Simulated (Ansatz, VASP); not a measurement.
Zn in VASP and in Ansatz

Contents of INCAR:

```
SYSTEM = Zn
PREC = Accurate ; ENCUT = 520
EDIFF = 1E-6 ; ISMEAR = -1
SIGMA = 0.03 ; LREAL = .False.
LASPH = .True. ; NELM = 100
ALGO = Normal ; ISIF = 2
LWAVE = .False. ; LCHARG = .False.
GGA = PS ; NBANDS = 19
```

Contents of KPOINTS:

```
regular mesh
0
Gamma
  16 16 8
  0 0 0
```

The input POSCAR:

```
Zn
1.0
    2.6469129636      0.0000000000      0.0000000000
   -1.3234564818      2.2922938681      0.0000000000
    0.0000000000      0.0000000000      4.9134996708
Zn
2
Direct
    0.3333333333      0.6666666667      0.2500000000
    0.6666666667      0.3333333333      0.7500000000
```

Input for Ansatz:

```yaml
crystal:
  lattice:
    - [2.6469129636, 0.0, 0.0]
    - [-1.3234564818, 2.2922938681, 0.0]
    - [0.0, 0.0, 4.9134996708]
  atoms:
    - { symbol: Zn, position: [0.3333333333, 0.6666666667, 0.25] }
    - { symbol: Zn, position: [0.6666666667, 0.3333333333, 0.75] }
kpoints:
  mp_grid: { grid: [16, 16, 8] }
  band_path:
    path:
      - [0.0, 0.0, 0.0]
      - [0.5, 0.0, 0.0]
      - [0.3333333333, 0.3333333333, 0.0]
      - [0.0, 0.0, 0.0]
      - [0.0, 0.0, 0.5]
      - [0.5, 0.0, 0.5]
      - [0.3333333333, 0.3333333333, 0.5]
      - [0.0, 0.0, 0.5]
      - [0.5, 0.0, 0.5]
    npoints: 5
scf:
  occupations: { method: fermi_dirac, width: 0.03 }
hamiltonian:
  xc: pbesol
  pseudopotentials: { kind: all_electron, lapw: { basis_error: 0.00025 } }
output:
  forces: true
  stress: true
  eigenvalues: true
```

Change from the starting cell: volume scaled by 0.98.

Alike in both runs: task single point; functional PBEsol; k mesh 16 × 16 × 8; occupations fermi-dirac, width 0.03 eV; no spin polarisation.

```csv
,VASP,Ansatz
version,VASP 6.6.1,Ansatz 0.2.0
potentials or method,"VASP PAW PBE potentials, release 64 (Zn), cutoff 520 eV","all-electron LAPW, scalar-relativistic"
```

Ansatz gave:

| Quantity | Value |
| --- | --- |
| pressure (GPa) | -4.1 |
| traceless stress, the component that is largest in VASP (GPa) | 0.01 |

Problem. What did VASP give for the same quantities?

Solution. Pressure (GPa): -3.8; traceless stress, the component that is largest in VASP (GPa): -0.10.

VASP's potentials were made for PBE, not for PBEsol. Ansatz ran all-electron here, and VASP with PAW potentials.
